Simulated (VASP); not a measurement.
# K (Im-3m) in VASP: further runs

Runs on K. Level: LDA. Tasks: single point.

All numbers are computed with VASP 6.6.1; they aren't measurements. Logs are shortened: lines on timing, memory, paths and dates and some standing lists are left out, and cuts for length are marked.

**1. The cell of the first run**

It takes space group Im-3m (No. 229, cubic). The conventional cell has a = 5.285 Å, b = 5.285 Å, c = 5.285 Å, α = 90.00°, β = 90.00°, γ = 90.00°.

**2. Single point, LDA (volume scaled by 0.94)**

The input, INCAR:

```
SYSTEM = K
PREC = Accurate ; ENCUT = 520
EDIFF = 1E-7 ; ISMEAR = -1
SIGMA = 0.05 ; LREAL = .FALSE.
LASPH = .TRUE. ; NELM = 80
ALGO = Normal ; ISIF = 2
LWAVE = .FALSE. ; LCHARG = .FALSE.
NBANDS = 10
```

The input, KPOINTS:

```
regular mesh
0
G
  7 7 7
  0 0 0
```

The input, POSCAR:

```
K
1.0
   -2.6424908504      2.6424908504      2.6424908504
    2.6424908504     -2.6424908504      2.6424908504
    2.6424908504      2.6424908504     -2.6424908504
K
1
Direct
    0.0000000000      0.0000000000      0.0000000000
```

Potentials or basis: VASP PAW LDA potentials, release 64 (K_sv).

Started as:

```sh
$ cat potpaw_LDA.64/K_sv/POTCAR > POTCAR
$ mpirun -np 1 vasp_std > vasp.out
```

OUTCAR:

```text
SYSTEM = K
   PREC = Accurate
   ENCUT = 520
   EDIFF = 1E-7
   ISMEAR = -1
   LREAL = .FALSE.
   LASPH = .TRUE.
   NELM = 80
   ISIF = 2

 ion  position               nearest neighbor table
   1  0.000  0.000  0.000-

  LATTYP: Found a body centered cubic cell.
 ALAT       =     5.2849817008

  Lattice vectors:

 A1 = (  -2.6424908504,   2.6424908504,   2.6424908504)
 A2 = (   2.6424908504,  -2.6424908504,   2.6424908504)
 A3 = (   2.6424908504,   2.6424908504,  -2.6424908504)

Analysis of symmetry for initial positions (statically):
=====================================================================
 Subroutine PRICEL returns:
 Original cell was already a primitive cell.

 Routine SETGRP: Setting up the symmetry group for a
 body centered cubic supercell.

 Subroutine GETGRP returns: Found 48 space group operations
 (whereof 48 operations were pure point group operations)
 out of a pool of 48 trial point group operations.

The static configuration has the point symmetry O_h .

Analysis of symmetry for dynamics (positions and initial velocities):
=====================================================================
 Subroutine PRICEL returns:
 Original cell was already a primitive cell.

 Routine SETGRP: Setting up the symmetry group for a
 body centered cubic supercell.

 Subroutine GETGRP returns: Found 48 space group operations
 (whereof 48 operations were pure point group operations)
 out of a pool of 48 trial point group operations.

The dynamic configuration has the point symmetry O_h .

 Subroutine INISYM returns: Found 48 space group operations
 (whereof 48 operations are pure point group operations),
 and found     1 'primitive' translations

----------------------------------------------------------------------------------------

                                     Primitive cell

  volume of cell :      73.8075

  direct lattice vectors                    reciprocal lattice vectors
    -2.642490850  2.642490850  2.642490850     0.000000000  0.189215414  0.189215414
     2.642490850 -2.642490850  2.642490850     0.189215414  0.000000000  0.189215414
     2.642490850  2.642490850 -2.642490850     0.189215414  0.189215414  0.000000000

  length of vectors
     4.576928411  4.576928411  4.576928411     0.267591005  0.267591005  0.267591005

  position of ions in fractional coordinates (direct lattice)
     0.000000000  0.000000000  0.000000000

  ion indices of the primitive-cell ions
   primitive index   ion index
                 1           1

----------------------------------------------------------------------------------------

 KPOINTS: regular mesh

Automatic generation of k-mesh.
 Grid dimensions read from file:
 generate k-points for:    7    7    7

 Generating k-lattice:

  Cartesian coordinates                     Fractional coordinates (reciprocal lattice)
     0.000000000  0.027030773  0.027030773     0.142857143  0.000000000  0.000000000
     0.027030773  0.000000000  0.027030773     0.000000000  0.142857143  0.000000000
     0.027030773  0.027030773  0.000000000     0.000000000  0.000000000  0.142857143

  Length of vectors
     0.038227286  0.038227286  0.038227286

  Shift w.r.t. Gamma in fractional coordinates (k-lattice)
     0.000000000  0.000000000  0.000000000

 Subroutine IBZKPT returns following result:
 ===========================================

 Found     20 irreducible k-points:

 Following reciprocal coordinates:
            Coordinates               Weight
  0.000000  0.000000  0.000000      1.000000
  0.142857  0.000000  0.000000     12.000000
  0.285714  0.000000  0.000000     12.000000
  0.428571  0.000000  0.000000     12.000000
  0.142857  0.142857  0.000000     24.000000
  0.285714  0.142857  0.000000     48.000000
[... 12 lines left out ...]
 -0.428571 -0.428571  0.285714      8.000000
 -0.428571  0.428571  0.428571      6.000000
   k-points           NKPTS =     20   k-points in BZ     NKDIM =     20   number of bands    NBANDS=     10
   number of dos      NEDOS =    301   number of ions     NIONS =      1
   total plane-waves  NPLWV =  46656
   dimension x,y,z NGX =    36 NGY =   36 NGZ =   36
   dimension x,y,z NGXF=    72 NGYF=   72 NGZF=   72
   ions per type =               1
   NGX,Y,Z   is equivalent  to a cutoff of  13.08, 13.08, 13.08 a.u.
   NGXF,Y,Z  is equivalent  to a cutoff of  26.15, 26.15, 26.15 a.u.
 SYSTEM =  K
   PREC   = accura    normal or accurate (medium, high low for compatibility)
   ISTART =      0    job   : 0-new  1-cont  2-samecut
   ICHARG =      2    charge: 1-file 2-atom 10-const
   ISPIN  =      1    spin polarized calculation?
   LNONCOLLINEAR =      F non collinear calculations
   LSORBIT =      F    spin-orbit coupling
   LASPH  =      T    aspherical Exc in radial PAW
   ENCUT  =  520.0 eV  38.22 Ry    6.18 a.u.   8.51  8.51  8.51*2*pi/ulx,y,z
   NELM   =     80;   NELMIN=  2; NELMDL= -5     # of ELM steps
   EDIFF  = 0.1E-06   stopping-criterion for ELM
   LREAL  =      F    real-space projection
   EDIFFG = 0.1E-05   stopping-criterion for IOM
   NSW    =      0    number of steps for IOM
   IBRION =     -1    ionic relax: 0-MD 1-quasi-New 2-CG
   NFREE  =      0    steps in history (QN), initial steepest desc. (CG)
   ISIF   =      2    stress and relaxation
   ISYM   =      2    0-nonsym 1-usesym 2-fastsym
   POTIM  = 0.5000    time-step for ionic-motion
   TEBEG  =    0.0;   TEEND  =   0.0 temperature during run
   PSTRESS=    0.0 pullay stress
   NELECT =       9.0000    total number of electrons
   NUPDOWN=      -1.0000    fix difference up-down
   EMIN   =  10.00;   EMAX   =-10.00  energy-range for DOS
   EFERMI =   0.00;   METHOD = LEGACY
   ISMEAR =    -1;   SIGMA  =   0.05  broadening in eV -4-tet -1-fermi 0-gaus
   EFERMI_NEDOS =   21; number of points for ismear=-14 and -15
   IALGO  =     38    algorithm
   IMIX   =      4    mixing-type and parameters
     AMIX     =   0.40;   BMIX     =  1.00
     AMIX_MAG =   1.60;   BMIX_MAG =  1.00
  volume/ion in A,a.u.               =      73.81       498.08
  Fermi-wavevector in a.u.,A,eV,Ry     =   0.811812  1.534102  8.966768  0.659039
  Thomas-Fermi vector in A             =   1.921240
   LORBIT       =      0    0 simple, 1 ext, 2 COOP (PROOUT), +10 PAW based schemes
   GGA     = CA    functional components
   LHFCALC =     F    Hartree Fock is set to
   AEXX    =    0.0000 exact exchange contribution
   IVDW    =     0    specifies the selected vdW correction
   LEPSILON=     F    determine dielectric tensor
   LRPA    =     F    only Hartree local field effects (RPA)
 non-spin polarized calculation
  energy-cutoff  :      520.00
  volume of cell :       73.81
 maximum number of plane-waves:      2002
 NGX is ok and might be reduce to    36
   NGX = 17   NGY = 17   NGZ = 17

 number of electron       9.0000001 magnetization

 Free energy of the ion-electron system (eV)
  ---------------------------------------------------
  ext. energy  EPLUGINS =         0.00000000
  ---------------------------------------------------
  free energy    TOTEN  =        -1.15354275 eV

  energy without entropy =       -1.14655761  energy(sigma->0) =       -1.15005018

 E-fermi :  -0.3241     XC(G=0):  -5.8605

 val. band max:       -0.3883623914   @ k =  -0.2857   0.4286   0.1429
 cond. band min:      -0.1915109397   @ k =  -0.4286   0.4286   0.1429
 fundamental gap:      0.1968514516
 Fermi energy:        -0.3241084023

 k-point     1 :       0.0000    0.0000    0.0000
  band No.  band energies     occupation
      1     -32.1389      2.00000
      2     -15.8189      2.00000
      3     -15.8189      2.00000
      4     -15.8189      2.00000
      5      -2.4748      2.00000
      6       3.8389      0.00000
      7       3.8389      0.00000
      8       3.8389      0.00000
      9       4.7704      0.00000
     10       4.7704      0.00000

 k-point     2 :       0.1429    0.0000    0.0000
  band No.  band energies     occupation
      1     -32.1381      2.00000
      2     -15.8322      2.00000
      3     -15.8233      2.00000
      4     -15.8188      2.00000
      5      -2.2221      2.00000
      6       3.4317      0.00000
      7       3.5639      0.00000
      8       4.0401      0.00000
      9       4.5317      0.00000
     10       4.7323      0.00000

 k-point     3 :       0.2857    0.0000    0.0000
  band No.  band energies     occupation
      1     -32.1362      2.00000
      2     -15.8617      2.00000
      3     -15.8333      2.00000
      4     -15.8188      2.00000
      5      -1.4975      2.00000
      6       2.2600      0.00000
      7       3.0963      0.00000
      8       4.5980      0.00000
      9       4.6261      0.00000
     10       4.7826      0.00000

 k-point     4 :       0.4286    0.0000    0.0000
  band No.  band energies     occupation
      1     -32.1348      2.00000
      2     -15.8851      2.00000
      3     -15.8413      2.00000
      4     -15.8188      2.00000
      5      -0.4083      1.68702
      6       0.9422      0.00000
      7       2.8040      0.00000
      8       4.4583      0.00000
      9       5.0961      0.00000
     10       5.5438      0.00000

 k-point     5 :       0.1429    0.1429    0.0000
  band No.  band energies     occupation
      1     -32.1367      2.00000
      2     -15.8524      2.00000
      3     -15.8286      2.00000
      4     -15.8220      2.00000
      5      -1.7327      2.00000
      6       2.7744      0.00000
      7       3.0453      0.00000
      8       4.3615      0.00000
      9       4.3911      0.00000
     10       4.9881      0.00000

 k-point     6 :       0.2857    0.1429    0.0000
  band No.  band energies     occupation
      1     -32.1351      2.00000
      2     -15.8746      2.00000
      3     -15.8405      2.00000
      4     -15.8231      2.00000
      5      -0.8178      1.99990
      6       1.6781      0.00000
      7       2.5852      0.00000
      8       4.3548      0.00000
      9       4.7720      0.00000
     10       5.1918      0.00000
[... 131 lines left out ...]
 k-point    17 :      -0.2857    0.2857    0.2857
  band No.  band energies     occupation
      1     -32.1339      2.00000
      2     -15.8599      2.00000
      3     -15.8490      2.00000
      4     -15.8490      2.00000
      5      -0.5991      1.99186
      6       2.2333      0.00000
      7       3.0803      0.00000
      8       3.0803      0.00000
      9       4.1607      0.00000
     10       4.9117      0.00000

 k-point    18 :      -0.4286    0.4286    0.2857
  band No.  band energies     occupation
      1     -32.1326      2.00000
      2     -15.8742      2.00000
      3     -15.8577      2.00000
      4     -15.8502      2.00000
      5       0.3781      0.00000
      6       1.4415      0.00000
      7       2.7958      0.00000
      8       3.0057      0.00000
      9       4.0038      0.00000
     10       5.5382      0.00000

 k-point    19 :      -0.4286   -0.4286    0.2857
  band No.  band energies     occupation
      1     -32.1320      2.00000
      2     -15.8701      2.00000
      3     -15.8701      2.00000
      4     -15.8525      2.00000
      5       1.1479      0.00000
      6       1.1479      0.00000
      7       2.1213      0.00000
      8       3.6441      0.00000
      9       3.6441      0.00000
     10       5.3413      0.00000

 k-point    20 :      -0.4286    0.4286    0.4286
  band No.  band energies     occupation
      1     -32.1315      2.00000
      2     -15.8688      2.00000
      3     -15.8667      2.00000
      4     -15.8667      2.00000
      5       1.0593      0.00000
      6       1.4624      0.00000
      7       3.0822      0.00000
      8       3.1025      0.00000
      9       3.1025      0.00000
     10       5.5148      0.00000

------------------------ aborting loop because EDIFF is reached ----------------------------------------

  FORCE on cell =-STRESS in cart. coord.  units (eV):
  Direction    XX          YY          ZZ          XY          YZ          ZX
  --------------------------------------------------------------------------------------
  -------------------------------------------------------------------------------------
  Total       -0.2308827     -0.2308827     -0.2308827     -0.0000000      0.0000000     -0.0000000
  in kB       -5.0118904     -5.0118904     -5.0118904     -0.0000000      0.0000000     -0.0000000
  external PRESSURE =      -5.0118904 kB  Pullay stress =       0.0000000 kB

 VOLUME and BASIS-vectors are now :
 -----------------------------------------------------------------------------
  energy-cutoff  :      520.00
  volume of cell :       73.81
      direct lattice vectors                 reciprocal lattice vectors
    -2.642490850  2.642490850  2.642490850     0.000000000  0.189215414  0.189215414
     2.642490850 -2.642490850  2.642490850     0.189215414  0.000000000  0.189215414
     2.642490850  2.642490850 -2.642490850     0.189215414  0.189215414  0.000000000

 POSITION                                       TOTAL-FORCE (eV/Angst)
 -----------------------------------------------------------------------------------
      0.00000      0.00000      0.00000        -0.000000     -0.000000      0.000000
 -----------------------------------------------------------------------------------
    total drift:                               -0.000000     -0.000000      0.000000

  FREE ENERGIE OF THE ION-ELECTRON SYSTEM (eV)
  ---------------------------------------------------
  free  energy   TOTEN  =        -1.1535427520 eV

  energy  without entropy=       -1.1465576098  energy(sigma->0) =       -1.15005018
```

It took 20 s on 1 thread of AMD EPYC 7R43 (Zen 3), shared host; peak memory 0.12 GiB.

What came out:

```
Free energy : -1.1535 eV
Pressure    : -0.5 GPa
```

Caveat: the cell differs from its parent crystal (volume scaled by 0.94).

**3. Single point, LDA (volume scaled by 0.96)**

The input, INCAR:

```
PREC = Accurate
ENCUT = 520
EDIFF = 1E-6
ISMEAR = -1
SIGMA = 0.05
LREAL = False
LASPH = True
NELM = 60
ALGO = Normal
ISIF = 2
LWAVE = False
LCHARG = False
NBANDS = 10
```

The input, KPOINTS:

```
regular mesh
0
Gamma
  7 7 7
```

The input, POSCAR:

```
K
1.0
   -2.6611005540      2.6611005540      2.6611005540
    2.6611005540     -2.6611005540      2.6611005540
    2.6611005540      2.6611005540     -2.6611005540
K
1
Direct
    0.0000000000      0.0000000000      0.0000000000
```

Potentials or basis: VASP PAW LDA potentials, release 64 (K_sv).

Started as:

```sh
$ cat potpaw_LDA.64/K_sv/POTCAR > POTCAR
$ mpirun -np 1 vasp_std > vasp.out
```

Run time: 19 s. Hardware: 1 thread of AMD EPYC 7R43 (Zen 3), shared host; peak memory 0.13 GiB.

Results (log left out):

```yaml
Free_energy: -1.1485 eV
Pressure: -0.5 GPa
```

Levels at points of the mesh, in eV from the Fermi level:
```
           k point  band 1  band 2  band 3  band 4  band 5  band 6  band 7  band 8  band 9  band 10
(0.00, 0.00, 0.00)  -31.83  -15.51  -15.51  -15.51   -2.12    4.14    4.14    4.14    5.06     5.06
```

Caveat: the cell differs from its parent crystal (volume scaled by 0.96).

**4. Single point, LDA (volume scaled by 0.98)**

The input, INCAR:

```
SYSTEM = K
ALGO = Normal
EDIFF = 1E-6
ENCUT = 520
GGA = CA
ISIF = 2
ISMEAR = -1
LASPH = .True.
LCHARG = .True.
LELF = .True.
LREAL = .False.
LVHAR = .True.
LWAVE = .False.
NBANDS = 10
NELM = 60
PREC = Accurate
SIGMA = 0.05
```

The input, KPOINTS:

```
k-points
0
Gamma
  7 7 7
  0 0 0
```

The input, POSCAR:

```
K
1.0
   -2.6794535516      2.6794535516      2.6794535516
    2.6794535516     -2.6794535516      2.6794535516
    2.6794535516      2.6794535516     -2.6794535516
K
1
Direct
    0.0000000000      0.0000000000      0.0000000000
```

Started as:

```sh
$ cat potpaw_LDA.64/K_sv/POTCAR > POTCAR
$ mpirun -np 1 vasp_std > vasp.out
```

Run time: 27 s. Hardware: 1 thread of AMD EPYC 7R43 (Zen 3), shared host; peak memory 0.13 GiB.

The run converged. Its results:

* Free energy: -1.1430 eV
* Pressure: -0.6 GPa

Levels at points of the mesh, in eV from the Fermi level:
| k point | band 3 | band 4 | band 5 | band 6 | band 7 | band 8 |
| --- | --- | --- | --- | --- | --- | --- |
| (0.00, 0.00, 0.00) | -15.53 | -15.53 | -2.09 | 4.12 | 4.12 | 4.12 |

Caveat: the cell differs from its parent crystal (volume scaled by 0.98).

**5. Single point, LDA**

This run uses another cell than the first one, of 78.52 Å³/atom, 1.064 times its volume.

The input, INCAR:

```
ALGO     = Normal         # electronic algorithm
EDIFF    = 1E-6           # SCF threshold, eV
ENCUT    = 520            # plane-wave cutoff, eV
GGA      = CA             # functional
ISIF     = 2              # what is computed and relaxed
ISMEAR   = -1             # smearing method
LASPH    = True           # aspherical terms in the spheres
LCHARG   = False          # write CHGCAR
LREAL    = False          # projectors in reciprocal space
LWAVE    = False          # write WAVECAR
NBANDS   = 10             # bands
NELM     = 60             # most SCF steps
PREC     = Accurate       # precision mode
SIGMA    = 0.05           # smearing width, eV
```

The input, KPOINTS:

```
k-points
0
Gamma
  7 7 7
```

The input, POSCAR:

```
K
1.0
   -2.6975585167      2.6975585167      2.6975585167
    2.6975585167     -2.6975585167      2.6975585167
    2.6975585167      2.6975585167     -2.6975585167
K
1
Direct
    0.0000000000      0.0000000000      0.0000000000
```

Started as:

```sh
$ cat potpaw_LDA.64/K_sv/POTCAR > POTCAR
$ mpirun -np 1 vasp_std > vasp.out
```

It took 26 s on 1 thread of AMD EPYC 7R43 (Zen 3), shared host; peak memory 0.13 GiB.

The run converged. Its results:

| Quantity | Value |
| --- | --- |
| Free energy | -1.1371 eV |
| Pressure | -0.6 GPa |

Levels at points of the mesh, in eV from the Fermi level:
```
           k point  band 1  band 2  band 3  band 4  band 5  band 6  band 7  band 8  band 9  band 10
(0.00, 0.00, 0.00)  -31.86  -15.54  -15.54  -15.54   -2.07    4.10    4.10    4.10    4.99     4.99
```

**6. Single point, LDA (volume scaled by 1.02)**

The input, INCAR:

```
SYSTEM = K
  PREC = Accurate
  ENCUT = 520
  EDIFF = 1E-6
  ISMEAR = -1
  SIGMA = 0.05
  LREAL = .FALSE.
  LASPH = .TRUE.
  NELM = 80
  ALGO = Normal
  ISIF = 2
  LWAVE = .FALSE.
  LCHARG = .FALSE.
  NBANDS = 10
```

The input, KPOINTS:

```
regular mesh
0
G
  7 7 7
  0 0 0
```

The input, POSCAR:

```
K
1.0
   -2.7154236633      2.7154236633      2.7154236633
    2.7154236633     -2.7154236633      2.7154236633
    2.7154236633      2.7154236633     -2.7154236633
K
1
Direct
    0.0000000000      0.0000000000      0.0000000000
```

Potentials or basis: VASP PAW LDA potentials, release 64 (K_sv).

Started as:

```sh
$ cat potpaw_LDA.64/K_sv/POTCAR > POTCAR
$ mpirun -np 1 vasp_std > vasp.out
```

Wall time 18 s (1 thread of AMD EPYC 7R43 (Zen 3), shared host); peak memory 0.12 GiB.

Results (log left out):

| Property | Result |
| --- | --- |
| Free energy | -1.1309 eV |
| Pressure | -0.7 GPa |

Levels at points of the mesh, in eV from the Fermi level:
```tsv
k point	band 3	band 4	band 5	band 6	band 7	band 8
(0.00, 0.00, 0.00)	-15.56	-15.56	-2.04	4.08	4.08	4.08
```

Caveat: the cell differs from its parent crystal (volume scaled by 1.02).

**7. The runs side by side**

| cell | gap on the mesh (eV) | pressure (GPa) |
| --- | --- | --- |
| a = 4.577 Å, angles 109.5°, 1 atom | none | -0.5 |
| a = 4.609 Å, angles 109.5°, 1 atom | none | -0.5 |
| a = 4.641 Å, angles 109.5°, 1 atom | none | -0.6 |
| a = 4.672 Å, angles 109.5°, 1 atom | none | -0.6 |
| a = 4.703 Å, angles 109.5°, 1 atom | none | -0.7 |

Alike in all rows: task single point; level LDA; potentials or basis VASP PAW LDA potentials, release 64 (K_sv); no spin polarisation; k mesh 7 × 7 × 7; cutoff (eV) 520; smearing fermi-dirac 0.05 eV.

Total energies depend on the potentials used, so only differences within one code and one set of settings carry meaning.
